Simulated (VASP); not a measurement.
Write the native input for VASP 6.6.1 that does the following.

```
Task                   : single point
Functional             : PBE
Potentials or basis    : VASP PAW PBE potentials, release 64 (Sn_d)
Cutoff                 : 520 eV
k mesh                 : 7 × 7 × 1
Occupations            : fermi-dirac, width 0.02 eV
Spin                   : no spin polarisation
Dipole correction      : yes
Further INCAR settings : ALGO = Normal; EDIFF = 1e-06; NBANDS = 51
```

The structure of Sn lies in POSCAR:

```
Sn
1.0
    4.7064645918      0.0000000000      0.0000000000
    0.0000000000      4.7064645918      0.0000000000
    0.0000000000      0.0000000000     24.3199000000
Sn
6
Direct
    0.7500000000      0.0000000000      0.3284778152
    0.2500000000      0.0000000000      0.3969206642
    0.2500000000      0.5000000000      0.4662595523
    0.7500000000      0.5000000000      0.5337404471
    0.7500000000      0.0000000000      0.6030793361
    0.2500000000      0.0000000000      0.6715221851
```

The input as run:

INCAR

```
SYSTEM = Sn
ALGO = Normal
DIPOL = 0.5 0.5 0.500
EDIFF = 1E-6
ENCUT = 520
GGA = PE
IDIPOL = 3
ISIF = 2
ISMEAR = -1
LASPH = .True.
LCHARG = .False.
LDIPOL = .True.
LREAL = .False.
LWAVE = .False.
NBANDS = 51
NELM = 100
PREC = Accurate
SIGMA = 0.02
```

KPOINTS

```
k-points
0
Gamma
  7 7 1
  0 0 0
```

Potentials or basis: VASP PAW PBE potentials, release 64 (Sn_d).

Run with:

```console
$ cat potpaw_PBE.64/Sn_d/POTCAR > POTCAR
$ mpirun -np 1 vasp_std > vasp.out
```

Results of the run:

The largest force is 0.005 eV/Å and the band gap on the k mesh is zero (bands 42 and 43 overlap by 0.80 eV).

Caveat: spin-orbit coupling is left out, which moves the levels of the heavy elements.

Wall time 18 min on 1 thread of Oxide Virtual Turin-like Processor, on a shared host, peak memory 0.64 GiB.
